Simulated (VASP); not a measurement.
# TiSi16 (a cell with a defect) in VASP: a series of runs

TiSi16 (a cell with a defect) is run at these levels: PBE; tasks: single point.

Program: VASP 6.6.1. These are calculated values, not measurements. Logs are shortened: lines on timing, memory, paths and dates and some standing lists are left out, and cuts for length are marked.

### 1 The cell of the first run

The cell holds a defect, 17 atoms: a = 7.679 Å, b = 7.679 Å, c = 7.679 Å, α = 60.00°, β = 60.00°, γ = 60.00°.

### 2 Single point, PBE

INCAR

```
  PREC = Accurate
  ENCUT = 520
  EDIFF = 1E-7
  ISMEAR = -1
  SIGMA = 0.05
  LREAL = Auto
  LASPH = True
  NELM = 60
  ALGO = Normal
  ISIF = 2
  LWAVE = False
  LCHARG = False
  GGA = PE
  NBANDS = 52
```

KPOINTS

```
regular mesh
0
Gamma
  2 2 2
```

POSCAR

```
TiSi16
1.0
    0.0000000000      5.4300000000      5.4300000000
    5.4300000000      0.0000000000      5.4300000000
    5.4300000000      5.4300000000      0.0000000000
Si Ti
16 1
Direct
   -0.0015561694      0.0011141805      0.0180755064
    0.1616942910      0.1400368324      0.0858011050
   -0.0020810313     -0.0269797422      0.5010865562
    0.1261418048      0.0857366483      0.6226611418
   -0.0418139963      0.4963996317      0.0821823204
    0.1529650092      0.6358011050      0.1091896869
    0.0302486188      0.4864917127      0.4577992634
    0.0605340700      0.6196132597      0.6450828729
    0.5592633517     -0.0568876611     -0.0143646409
    0.6337569061      0.1581399632      0.0792081031
    0.4873941068      0.0589042357      0.4689779006
    0.6143830571      0.1397421731      0.6285082873
    0.5167955801      0.5221178637     -0.0298526703
    0.5962983425      0.5750828729      0.2088029466
    0.4370902394      0.5002946593      0.5642909761
    0.6680110497      0.6628913444      0.5967034991
    0.3737753223      0.8770165746      0.3662983425
```

Potentials or basis: VASP PAW PBE potentials, release 64 (Si, Ti_sv).

On the command line:

```sh
> cat potpaw_PBE.64/Si/POTCAR potpaw_PBE.64/Ti_sv/POTCAR > POTCAR
> mpirun -np 1 vasp_std > vasp.out
```

OUTCAR:

```text
PREC = Accurate
   ENCUT = 520
   EDIFF = 1E-7
   ISMEAR = -1
   LREAL = Auto
   LASPH = True
   NELM = 60
   ISIF = 2
   GGA = PE

 ion  position               nearest neighbor table
   1  0.998  0.001  0.018-   6 2.30  10 2.32   2 2.35   4 2.51
   2  0.162  0.140  0.086-   1 2.35   5 2.37   9 2.53   3 2.63  17 2.69
   3  0.998  0.973  0.501-   8 2.25   4 2.27  17 2.36  12 2.42   2 2.63
   4  0.126  0.086  0.623-   3 2.27  11 2.35   1 2.51   7 2.53  17 2.53
   5  0.958  0.496  0.082-  14 2.29   6 2.36   2 2.37   8 2.78
   6  0.153  0.636  0.109-   7 2.20  13 2.28   1 2.30   5 2.36
   7  0.030  0.486  0.458-   6 2.20   8 2.28  16 2.33   4 2.53
   8  0.061  0.620  0.645-   3 2.25   7 2.28  15 2.39   5 2.78  16 3.05
   9  0.559  0.943  0.986-  12 2.31  14 2.42  17 2.43  10 2.47   2 2.53
  10  0.634  0.158  0.079-  13 2.29   1 2.32  11 2.45   9 2.47  17 2.94
  11  0.487  0.059  0.469-  12 2.32   4 2.35  10 2.45  16 2.51  17 2.52
  12  0.614  0.140  0.629-  15 2.30   9 2.31  11 2.32   3 2.42
  13  0.517  0.522  0.970-   6 2.28  10 2.29  16 2.36  14 2.45
  14  0.596  0.575  0.209-  15 2.25   5 2.29   9 2.42  13 2.45  17 2.56
  15  0.437  0.500  0.564-  14 2.25  12 2.30   8 2.39  17 2.42  16 2.78
  16  0.668  0.663  0.597-   7 2.33  13 2.36  11 2.51  15 2.78  17 2.88   8 3.05
  17  0.374  0.877  0.366-   3 2.36  15 2.42   9 2.43  11 2.52   4 2.53  14 2.56   2 2.69  16 2.88
                            10 2.94

  LATTYP: Found a face centered cubic cell.
 ALAT       =    10.8600000000

  Lattice vectors:

 A1 = (   0.0000000000,   5.4300000000,   5.4300000000)
 A2 = (   5.4300000000,   0.0000000000,   5.4300000000)
 A3 = (   5.4300000000,   5.4300000000,   0.0000000000)

Analysis of symmetry for initial positions (statically):
=====================================================================
 Subroutine PRICEL returns:
 Original cell was already a primitive cell.

 Routine SETGRP: Setting up the symmetry group for a
 face centered cubic supercell.

 Subroutine GETGRP returns: Found  1 space group operations
 (whereof  1 operations were pure point group operations)
 out of a pool of 48 trial point group operations.

The static configuration has the point symmetry C_1 .

Analysis of symmetry for dynamics (positions and initial velocities):
=====================================================================
 Subroutine PRICEL returns:
 Original cell was already a primitive cell.

 Routine SETGRP: Setting up the symmetry group for a
 face centered cubic supercell.

 Subroutine GETGRP returns: Found  1 space group operations
 (whereof  1 operations were pure point group operations)
 out of a pool of 48 trial point group operations.

The dynamic configuration has the point symmetry C_1 .

 Subroutine INISYM returns: Found  1 space group operations
 (whereof  1 operations are pure point group operations),
 and found     1 'primitive' translations

----------------------------------------------------------------------------------------

                                     Primitive cell

  volume of cell :     320.2060

  direct lattice vectors                    reciprocal lattice vectors
     0.000000000  5.430000000  5.430000000    -0.092081031  0.092081031  0.092081031
     5.430000000  0.000000000  5.430000000     0.092081031 -0.092081031  0.092081031
     5.430000000  5.430000000  0.000000000     0.092081031  0.092081031 -0.092081031

  length of vectors
     7.679179644  7.679179644  7.679179644     0.159489025  0.159489025  0.159489025

  position of ions in fractional coordinates (direct lattice)
     0.998443831  0.001114180  0.018075506
     0.161694291  0.140036832  0.085801105
     0.997918969  0.973020258  0.501086556
     0.126141805  0.085736648  0.622661142
     0.958186004  0.496399632  0.082182320
     0.152965009  0.635801105  0.109189687
[... 9 lines left out ...]
     0.668011050  0.662891344  0.596703499
     0.373775322  0.877016575  0.366298343

  ion indices of the primitive-cell ions
   primitive index   ion index
                 1           1
                 2           2
                 3           3
                 4           4
                 5           5
                 6           6
[... 9 lines left out ...]
                16          16
                17          17

----------------------------------------------------------------------------------------

 KPOINTS: regular mesh

Automatic generation of k-mesh.
 Grid dimensions read from file:
 generate k-points for:    2    2    2

 Generating k-lattice:

  Cartesian coordinates                     Fractional coordinates (reciprocal lattice)
    -0.046040516  0.046040516  0.046040516     0.500000000  0.000000000  0.000000000
     0.046040516 -0.046040516  0.046040516     0.000000000  0.500000000  0.000000000
     0.046040516  0.046040516 -0.046040516     0.000000000  0.000000000  0.500000000

  Length of vectors
     0.079744512  0.079744512  0.079744512

  Shift w.r.t. Gamma in fractional coordinates (k-lattice)
     0.000000000  0.000000000  0.000000000

 Subroutine IBZKPT returns following result:
 ===========================================

 Found      8 irreducible k-points:

 Following reciprocal coordinates:
            Coordinates               Weight
  0.000000  0.000000  0.000000      1.000000
  0.500000  0.000000  0.000000      1.000000
  0.000000  0.500000  0.000000      1.000000
  0.000000  0.000000  0.500000      1.000000
  0.500000  0.500000  0.500000      1.000000
  0.500000  0.500000  0.000000      1.000000
  0.000000  0.500000  0.500000      1.000000
  0.500000  0.000000  0.500000      1.000000
   k-points           NKPTS =      8   k-points in BZ     NKDIM =      8   number of bands    NBANDS=     52
   number of dos      NEDOS =    301   number of ions     NIONS =     17
   total plane-waves  NPLWV = 216000
   dimension x,y,z NGX =    60 NGY =   60 NGZ =   60
   dimension x,y,z NGXF=   120 NGYF=  120 NGZF=  120
   ions per type =              16   1
   NGX,Y,Z   is equivalent  to a cutoff of  12.99, 12.99, 12.99 a.u.
   NGXF,Y,Z  is equivalent  to a cutoff of  25.98, 25.98, 25.98 a.u.
 SYSTEM =  unknown system
   PREC   = accura    normal or accurate (medium, high low for compatibility)
   ISTART =      0    job   : 0-new  1-cont  2-samecut
   ICHARG =      2    charge: 1-file 2-atom 10-const
   ISPIN  =      1    spin polarized calculation?
   LNONCOLLINEAR =      F non collinear calculations
   LSORBIT =      F    spin-orbit coupling
   LASPH  =      T    aspherical Exc in radial PAW
   ENCUT  =  520.0 eV  38.22 Ry    6.18 a.u.  14.28 14.28 14.28*2*pi/ulx,y,z
   NELM   =     60;   NELMIN=  2; NELMDL= -5     # of ELM steps
   EDIFF  = 0.1E-06   stopping-criterion for ELM
   LREAL  =      T    real-space projection
   EDIFFG = 0.1E-05   stopping-criterion for IOM
   NSW    =      0    number of steps for IOM
   IBRION =     -1    ionic relax: 0-MD 1-quasi-New 2-CG
   NFREE  =      0    steps in history (QN), initial steepest desc. (CG)
   ISIF   =      2    stress and relaxation
   ISYM   =      2    0-nonsym 1-usesym 2-fastsym
   POTIM  = 0.5000    time-step for ionic-motion
   TEBEG  =    0.0;   TEEND  =   0.0 temperature during run
   PSTRESS=    0.0 pullay stress
   NELECT =      76.0000    total number of electrons
   NUPDOWN=      -1.0000    fix difference up-down
   EMIN   =  10.00;   EMAX   =-10.00  energy-range for DOS
   EFERMI =   0.00;   METHOD = LEGACY
   ISMEAR =    -1;   SIGMA  =   0.05  broadening in eV -4-tet -1-fermi 0-gaus
   EFERMI_NEDOS =   21; number of points for ismear=-14 and -15
   IALGO  =     38    algorithm
   IMIX   =      4    mixing-type and parameters
     AMIX     =   0.40;   BMIX     =  1.00
     AMIX_MAG =   1.60;   BMIX_MAG =  1.00
  volume/ion in A,a.u.               =      18.84       127.11
  Fermi-wavevector in a.u.,A,eV,Ry     =   1.013607  1.915439 13.978610  1.027399
  Thomas-Fermi vector in A             =   2.146786
   LORBIT       =      0    0 simple, 1 ext, 2 COOP (PROOUT), +10 PAW based schemes
   GGA     = PE    functional components
   LHFCALC =     F    Hartree Fock is set to
   AEXX    =    0.0000 exact exchange contribution
   IVDW    =     0    specifies the selected vdW correction
   LEPSILON=     F    determine dielectric tensor
   LRPA    =     F    only Hartree local field effects (RPA)
 non-spin polarized calculation
  energy-cutoff  :      520.00
  volume of cell :      320.21
 maximum number of plane-waves:      8646
 NGX is ok and might be reduce to    60
   NGX = 29   NGY = 29   NGZ = 29

 number of electron      75.9999998 magnetization

 Free energy of the ion-electron system (eV)
  ---------------------------------------------------
  ext. energy  EPLUGINS =         0.00000000
  ---------------------------------------------------
  free energy    TOTEN  =       -89.60854021 eV

  energy without entropy =      -89.54561516  energy(sigma->0) =      -89.57707768

 E-fermi :   6.7926     XC(G=0):  -9.8059

 val. band max:        6.7853344558   @ k =   0.5000   0.5000   0.5000
 cond. band min:       6.7980414600   @ k =   0.0000   0.5000   0.0000
 fundamental gap:      0.0127070042
 Fermi energy:         6.7926395261

 k-point     1 :       0.0000    0.0000    0.0000
  band No.  band energies     occupation
      1     -49.8397      2.00000
      2     -26.2684      2.00000
      3     -26.1970      2.00000
      4     -26.1580      2.00000
      5      -5.6981      2.00000
      6      -3.5809      2.00000
[... 42 lines left out ...]
     49       8.3923      0.00000
     50       8.5727      0.00000

 k-point     2 :       0.5000    0.0000    0.0000
  band No.  band energies     occupation
      1     -49.8397      2.00000
      2     -26.2684      2.00000
      3     -26.1970      2.00000
      4     -26.1580      2.00000
      5      -4.9482      2.00000
      6      -4.8253      2.00000
[... 42 lines left out ...]
     49       9.4283      0.00000
     50       9.5733      0.00000

 k-point     3 :       0.0000    0.5000    0.0000
  band No.  band energies     occupation
      1     -49.8397      2.00000
      2     -26.2684      2.00000
      3     -26.1970      2.00000
      4     -26.1580      2.00000
      5      -4.9452      2.00000
      6      -4.8347      2.00000
[... 42 lines left out ...]
     49       9.4672      0.00000
     50       9.6136      0.00000

 k-point     4 :       0.0000    0.0000    0.5000
  band No.  band energies     occupation
      1     -49.8397      2.00000
      2     -26.2684      2.00000
      3     -26.1970      2.00000
      4     -26.1580      2.00000
      5      -5.0365      2.00000
      6      -4.7521      2.00000
[... 42 lines left out ...]
     49       9.2937      0.00000
     50       9.6426      0.00000

 k-point     5 :       0.5000    0.5000    0.5000
  band No.  band energies     occupation
      1     -49.8397      2.00000
      2     -26.2684      2.00000
      3     -26.1970      2.00000
      4     -26.1580      2.00000
      5      -4.9496      2.00000
      6      -4.8511      2.00000
[... 42 lines left out ...]
     49       9.4064      0.00000
     50       9.5481      0.00000

 k-point     6 :       0.5000    0.5000    0.0000
  band No.  band energies     occupation
      1     -49.8397      2.00000
      2     -26.2684      2.00000
      3     -26.1970      2.00000
      4     -26.1580      2.00000
      5      -4.7390      2.00000
      6      -4.4868      2.00000
[... 42 lines left out ...]
     49       9.6782      0.00000
     50      10.3211      0.00000

 k-point     7 :       0.0000    0.5000    0.5000
  band No.  band energies     occupation
      1     -49.8397      2.00000
      2     -26.2684      2.00000
      3     -26.1970      2.00000
      4     -26.1580      2.00000
      5      -4.7422      2.00000
      6      -4.4860      2.00000
[... 42 lines left out ...]
     49       9.5310      0.00000
     50      10.0801      0.00000

 k-point     8 :       0.5000    0.0000    0.5000
  band No.  band energies     occupation
      1     -49.8397      2.00000
      2     -26.2684      2.00000
      3     -26.1970      2.00000
      4     -26.1580      2.00000
      5      -4.7255      2.00000
      6      -4.5311      2.00000
[... 42 lines left out ...]
     49       9.7082      0.00000
     50      10.0631      0.00000
 [bands above 50 left out]

------------------------ aborting loop because EDIFF is reached ----------------------------------------

  FORCE on cell =-STRESS in cart. coord.  units (eV):
  Direction    XX          YY          ZZ          XY          YZ          ZX
  --------------------------------------------------------------------------------------
  -------------------------------------------------------------------------------------
  Total        8.4539105      6.9773686      4.0927853     -2.5098627     -0.2957998      0.5163469
  in kB       42.2998420     34.9118418     20.4785905    -12.5583060     -1.4800590      2.5835847
  external PRESSURE =      32.5634248 kB  Pullay stress =       0.0000000 kB

 VOLUME and BASIS-vectors are now :
 -----------------------------------------------------------------------------
  energy-cutoff  :      520.00
  volume of cell :      320.21
      direct lattice vectors                 reciprocal lattice vectors
     0.000000000  5.430000000  5.430000000    -0.092081031  0.092081031  0.092081031
     5.430000000  0.000000000  5.430000000     0.092081031 -0.092081031  0.092081031
     5.430000000  5.430000000  0.000000000     0.092081031  0.092081031 -0.092081031

 POSITION                                       TOTAL-FORCE (eV/Angst)
 -----------------------------------------------------------------------------------
      0.10420      5.51970      5.42760        -0.617824     -0.620460      0.900350
      1.22630      1.34390      1.63840         0.481154      0.377357     -0.454378
      8.00440      8.13960     10.70220         0.736634     -2.523976     -0.193114
      3.84660      4.06600      1.15050         2.604317      0.341501      0.898407
      3.14170      5.64920      7.89840        -1.710872     -0.460072      0.927406
      4.04530      1.42350      4.28300        -0.420587     -1.248479      0.038390
[... 9 lines left out ...]
      6.83960      6.86740      7.22680         0.041160     -1.159527     -0.493879
      6.75120      4.01860      6.79180        -0.316028      0.744917      0.835420
 -----------------------------------------------------------------------------------
    total drift:                               -0.008180     -0.000942      0.001506

  FREE ENERGIE OF THE ION-ELECTRON SYSTEM (eV)
  ---------------------------------------------------
  free  energy   TOTEN  =       -89.6085402063 eV

  energy  without entropy=      -89.5456151571  energy(sigma->0) =      -89.57707768
```

Run time: 3.2 min. Hardware: 1 thread of Intel Xeon 6975P-C (Granite Rapids), shared host; peak memory 0.49 GiB.

What came out:

- Free energy: -89.6085 eV
- Pressure: 3.3 GPa
- Largest force: 2.776 eV/Å
- Band gap on the k mesh: zero (bands 38 and 39 overlap by 0.47 eV)

Forces on the atoms (eV/Å):
```
Si  -0.618 -0.620  0.900
Si   0.481  0.377 -0.454
Si   0.737 -2.524 -0.193
Si   2.604  0.342  0.898
Si  -1.711 -0.460  0.927
Si  -0.421 -1.248  0.038
Si   0.162  1.227 -1.992
Si   0.645  1.675 -0.542
Si   0.663 -0.429  0.183
Si  -0.247  0.572 -1.354
Si  -0.663  0.569  0.115
Si  -0.621  0.143  0.286
Si   0.249  0.528  0.699
Si  -1.658 -1.013  0.448
Si   0.673  1.279 -0.302
Si   0.041 -1.160 -0.494
Ti  -0.316  0.745  0.835
```

Stress tensor (GPa, compression positive):
```
 4.23 -1.26  0.26
-1.26  3.49 -0.15
 0.26 -0.15  2.05
```

Levels at points of the mesh, in eV from the Fermi level:
```tsv
k point	band 35	band 36	band 37	band 38	band 39	band 40	band 41	band 42
(0.00, 0.00, 0.00)	-0.96	-0.79	-0.45	-0.35	-0.16	-0.10	0.20	0.57
(0.50, 0.00, 0.00)	-1.30	-0.65	-0.21	-0.13	0.16	0.42	0.59	0.92
(0.00, 0.50, 0.00)	-1.36	-0.71	-0.14	0.01	0.10	0.36	0.70	0.87
(0.00, 0.00, 0.50)	-1.22	-0.96	-0.39	-0.08	0.03	0.42	0.48	1.00
(0.50, 0.50, 0.50)	-1.34	-0.91	-0.21	-0.01	0.13	0.36	0.39	0.85
(0.50, 0.50, 0.00)	-1.39	-1.35	-0.60	-0.08	0.51	0.76	1.02	1.33
(0.00, 0.50, 0.50)	-1.67	-1.43	-0.43	-0.25	0.64	0.85	1.10	1.18
(0.50, 0.00, 0.50)	-1.77	-1.55	-0.48	0.31	0.84	0.89	1.06	1.20
```

Caveat: the k points lie up to 0.50 Å⁻¹ apart.

(Continued in part 2 of 3.)

The gap in the log of VASP goes by the Fermi energy; the results here count the filled bands.